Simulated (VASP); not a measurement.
# C: single point with PBE

The system is C.

```
C
1.0
     0.00000    1.68755    1.90390
     1.68755    0.00000    1.90390
     1.68755    1.68755    0.00000
C
2
Direct
  0.50000 0.50000 0.50000
  0.75000 0.75000 0.75000
```

This cell differs from its parent crystal: volume 5.422 Å^3 an atom, c/a of the conventional cell 1.1282.

```
Program             : VASP 6.6.1
Task                : single point
Functional          : PBE
Potentials or basis : VASP PAW PBE potentials, release 64 (C)
Cutoff              : 520 eV
k mesh              : 12 × 12 × 12
Occupations         : gaussian, width 0.05 eV
Spin                : no spin polarisation
```

* Pressure: 24.5 GPa
* Band gap on the k mesh: 2.71 eV, indirect (least direct gap 4.64 eV)

Stress tensor (GPa, compression positive):
```
 68.36   0.00   0.00
  0.00  68.36   0.00
  0.00   0.00 -63.34
```

Levels at points of the mesh, in eV from the valence-band top:
| k point | band 2 | band 3 | band 4 | band 5 | band 6 | band 7 |
| --- | --- | --- | --- | --- | --- | --- |
| (0.00, 0.00, 0.00) | -2.14 | 0.00 | 0.00 | 4.64 | 4.64 | 6.15 |
| (0.50, 0.00, 0.00) | -14.56 | -4.81 | -2.38 | 5.62 | 8.45 | 10.53 |
| (0.50, 0.50, 0.00) | -15.04 | -5.96 | -5.96 | 6.14 | 6.14 | 16.19 |
| (0.50, 0.00, 0.50) | -13.11 | -7.78 | -7.78 | 3.28 | 3.28 | 16.18 |

It took 13 s on 1 thread of Intel(R) Xeon(R) Platinum 8488C (Sapphire Rapids) (shared host), peak memory 0.12 GiB.

 A k mesh can miss the band edges.
